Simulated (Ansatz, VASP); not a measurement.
One calculation of CoO, two programs

```xyz
2
Lattice="0.0000 2.1315 2.1315 2.1315 0.0000 2.1315 2.1315 2.1315 0.0000" Properties=species:S:1:pos:R:3 pbc="T T T"
Co    0.0000    0.0000    0.0000
O     2.1315    2.1315    2.1315
```

Alike in both runs: task single point; functional PBE; k mesh 10 × 10 × 10; occupations gaussian, width 0.05 eV; no spin polarisation; Hubbard terms Co d U = 3.3 eV.

```csv
,VASP,Ansatz
version,VASP 6.6.1,Ansatz 0.2.0
potentials or method,"VASP PAW PBE potentials, release 64 (Co_sv, O), cutoff 700 eV","scalar-relativistic, plane waves, PAW"
valence electrons in the cell,23,23
```

Ansatz gave:

| Item | Value |
| --- | --- |
| gap on the k mesh at the Fermi level (eV) | none |
| pressure (GPa) | -18.5 |

Problem. Estimate VASP's values.

Solution. gap on the k mesh at the Fermi level (eV): none; pressure (GPa): -19.1.

The programs project onto different local orbitals, so the same U acts differently, and such runs can settle in different states. A gap of «none» marks a metal or a gap that the smearing closes. Ansatz's warnings: filled band counts differ across k points.
